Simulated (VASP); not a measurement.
Here is a VASP 6.6.1 calculation.

The input POSCAR:

```
BN
1.0
    0.0000000000      1.7845230034      1.7845230034
    1.7845230034      0.0000000000      1.7845230034
    1.7845230034      1.7845230034      0.0000000000
B N
1 1
Direct
    0.0000000000      0.0000000000      0.0000000000
    0.2500000000      0.2500000000      0.2500000000
```

The input INCAR.step1:

```
PREC = Accurate ; ENCUT = 500
EDIFF = 1E-8 ; ISMEAR = 0
SIGMA = 0.01 ; LREAL = F
LASPH = T ; NELM = 100
ALGO = Normal ; LWAVE = T
LCHARG = F ; GGA = PS
```

INCAR.step2

```
PREC = Accurate ; ENCUT = 500
EDIFF = 1E-8 ; ISMEAR = 0
SIGMA = 0.01 ; LREAL = F
LASPH = T ; NELM = 1
ALGO = Exact ; LWAVE = T
LCHARG = F ; GGA = PS
NBANDS = 34 ; LOPTICS = T
ISTART = 1
```

INCAR.step3

```
PREC = Accurate ; ENCUT = 500
EDIFF = 1E-8 ; ISMEAR = 0
SIGMA = 0.01 ; LREAL = F
LASPH = T ; ALGO = EVGW0
LWAVE = F ; LCHARG = F
GGA = PS ; NELMGW = 1
NBANDS = 34 ; ENCUTGW = 100.0
NOMEGA = 48 ; PRECFOCK = Fast
ISTART = 1 ; NBANDSGW = 12
```

The input KPOINTS:

```
Automatic mesh
0
Gamma
  6 6 6
```

Potentials or basis: VASP PAW PBE potentials, release 64 (B_GW, N_GW).

Command:

```sh
$ cat potpaw_PBE.64/B_GW/POTCAR potpaw_PBE.64/N_GW/POTCAR > POTCAR
$ cp INCAR.step1 INCAR
$ mpirun -np 1 vasp_std > vasp.out
$ cp INCAR.step2 INCAR
$ mpirun -np 1 vasp_std > vasp.out
$ cp INCAR.step3 INCAR
$ mpirun -np 1 vasp_std > vasp.out
```

Problem. Predict the quasiparticle gap.

Solution. 5.80 eV.

Problem. Predict the least direct quasiparticle gap.

Solution. 11.05 eV.

Problem. Predict the band gap of the starting levels on the mesh.

Solution. 4.32 eV.

Caveat: the k points lie up to 0.51 Å⁻¹ apart; bands, screening cutoff and mesh are small and nothing is extrapolated, so the quasiparticle values aren't converged.
